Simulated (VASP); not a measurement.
A run of VASP 6.6.1 is set up as follows.

File POSCAR:

```
Ir
1.0
    0.0000000000      1.9156000000      1.9156000000
    1.9156000000      0.0000000000      1.9156000000
    1.9156000000      1.9156000000      0.0000000000
Ir
1
Direct
    0.0000000000      0.0000000000      0.0000000000
```

File INCAR.step1:

```
  ALGO = Normal
  EDIFF = 1E-5
  ENCUT = 420
  GGA = PE
  GGA_COMPAT = False
  ISIF = 2
  ISMEAR = -1
  LASPH = True
  LCHARG = False
  LREAL = False
  LWAVE = True
  NBANDS = 14
  NELM = 120
  PREC = Accurate
  SIGMA = 0.05
```

Contents of INCAR.step2:

```
  AEXX = 0.25
  ALGO = Normal
  EDIFF = 1E-6
  ENCUT = 420
  GGA = PE
  GGA_COMPAT = False
  ISIF = 2
  ISMEAR = -1
  ISTART = 1
  LASPH = True
  LCHARG = False
  LHFCALC = True
  LREAL = False
  LWAVE = False
  NBANDS = 14
  NELM = 120
  PREC = Accurate
  PRECFOCK = Normal
  SIGMA = 0.05
```

File KPOINTS:

```
k-points
0
Gamma
  6 6 6
```

Potentials or basis: VASP PAW PBE potentials, release 64 (Ir_sv_GW).

Run with:

```sh
$ cat potpaw_PBE.64/Ir_sv_GW/POTCAR > POTCAR
$ cp INCAR.step1 INCAR
$ mpirun -np 1 vasp_std > vasp.out
$ cp INCAR.step2 INCAR
$ mpirun -np 1 vasp_std > vasp.out
```

Task: Estimate the pressure.

Result: -3.3 GPa.

Task: Estimate the band gap on the k mesh.

Result: Zero (an odd number of electrons rules out a gap without spin polarisation).

Caveat: the k points lie up to 0.47 Å⁻¹ apart, too coarse for converged energies and pressures of a metal; the PAW data sets were made with another functional, which shifts forces and pressure a little; spin-orbit coupling is left out, which moves the levels of the heavy elements.
